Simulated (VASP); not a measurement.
Write the native input for VASP 6.6.1 that does the following.

```yaml
Task: single point
Functional: LDA
Potentials_or_basis: VASP PAW LDA potentials, release 64 (Sc_sv, Te)
Cutoff: 520 eV
k_mesh: 8 × 8 × 8
Occupations: gaussian, width 0.05 eV
Spin: no spin polarisation
Dipole_correction: no
Further_INCAR_settings: ALGO = Normal; EDIFF = 1e-06; NBANDS = 18
```

The structure of ScTe2 lies in POSCAR:

```
ScTe2
1.0
    0.0000000000      3.5627719815      3.5627719815
    3.5627719815      0.0000000000      3.5627719815
    3.5627719815      3.5627719815      0.0000000000
Sc Te
1 2
Direct
    0.0000000000      0.0000000000      0.0000000000
    0.2500000000      0.2500000000      0.2500000000
    0.7500000000      0.7500000000      0.7500000000
```

One way to write it, as run:

INCAR

```
SYSTEM = ScTe2
  PREC = Accurate
  ENCUT = 520
  EDIFF = 1E-6
  ISMEAR = 0
  SIGMA = 0.05
  LREAL = .False.
  LASPH = .True.
  NELM = 100
  ALGO = Normal
  ISIF = 2
  LWAVE = .False.
  LCHARG = .False.
  GGA = CA
  NBANDS = 18
```

KPOINTS

```
regular mesh
0
Gamma
  8 8 8
  0 0 0
```

Potentials or basis: VASP PAW LDA potentials, release 64 (Sc_sv, Te).

Launch:

```sh
$ cat potpaw_LDA.64/Sc_sv/POTCAR potpaw_LDA.64/Te/POTCAR > POTCAR
$ mpirun -np 1 vasp_std > vasp.out
```

Results of the run:

* Pressure: -3.8 GPa
* Band gap on the k mesh: zero (an odd number of electrons rules out a gap without spin polarisation)

Caveat: the cell stands under tension; spin-orbit coupling is left out, which moves the levels of the heavy elements.

Run time: 100 s on 1 thread of Intel Xeon 8259CL (shared host), peak memory 0.22 GiB.
